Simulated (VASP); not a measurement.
Set up this calculation in VASP 6.6.1, as the native input.

| Property | Result |
| --- | --- |
| Task | single point |
| Functional | r2SCAN |
| Potentials or basis | VASP PAW PBE potentials, release 64 (Co) |
| Cutoff | 520 eV |
| k mesh | 20 × 20 × 20 |
| Occupations | gaussian, width 0.1 eV |
| Spin | collinear spin, ferromagnetic start |
| Starting moments | [2.13] μB |
| Dipole correction | no |
| Further INCAR settings | ALGO = Normal; EDIFF = 1e-07; NBANDS = 14 |

Crystal: Co.

```
Co
1.0
    -1.39902    1.39902    1.39902
     1.39902   -1.39902    1.39902
     1.39902    1.39902   -1.39902
Co
1
Direct
  0.00000 0.00000 0.00000
```

This isn't the form of Co at room conditions, which is hcp.

One way to write it, as run:

POSCAR

```
Co
1.0
   -1.3990162773      1.3990162773      1.3990162773
    1.3990162773     -1.3990162773      1.3990162773
    1.3990162773      1.3990162773     -1.3990162773
Co
1
Direct
    0.0000000000      0.0000000000      0.0000000000
```

INCAR.step1

```
PREC = Accurate ; ENCUT = 520
ISMEAR = 0 ; SIGMA = 0.1
LREAL = False ; LASPH = True
NELM = 150 ; ISPIN = 2
MAGMOM = 2.13 ; LMAXMIX = 4
NBANDS = 14 ; GGA = PE
ALGO = Normal ; EDIFF = 1E-4
LWAVE = True ; LCHARG = False
```

INCAR.step2

```
PREC = Accurate ; ENCUT = 520
EDIFF = 1E-7 ; ISMEAR = 0
SIGMA = 0.1 ; LREAL = False
LASPH = True ; NELM = 150
ALGO = Normal ; ISIF = 2
LWAVE = False ; LCHARG = True
ISPIN = 2 ; MAGMOM = 2.13
LORBIT = 11 ; LMAXMIX = 4
METAGGA = R2SCAN ; LMIXTAU = True
LELF = True ; LVHAR = True
NBANDS = 14 ; ISTART = 1
```

KPOINTS

```
Automatic mesh
0
Gamma
  20 20 20
```

Potentials or basis: VASP PAW PBE potentials, release 64 (Co).

Command:

```console
$ cat potpaw_PBE.64/Co/POTCAR > POTCAR
$ cp INCAR.step1 INCAR
$ mpirun -np 1 vasp_std > vasp.out
$ cp INCAR.step2 INCAR
$ mpirun -np 1 vasp_std > vasp.out
```

Results of the run:

```yaml
Pressure: 0.0 GPa
Net_moment: 1.91 μB per cell
Site_moments: Co +1.97 μB
Valence_electrons_inside_the_program's_atomic_spheres: Co 8.27
```

Caveat: the PAW data sets were made with another functional, which shifts forces and pressure a little.

Wall time 4.6 min on 1 thread of Oxide Virtual Turin-like Processor (shared host), peak memory 0.14 GiB.
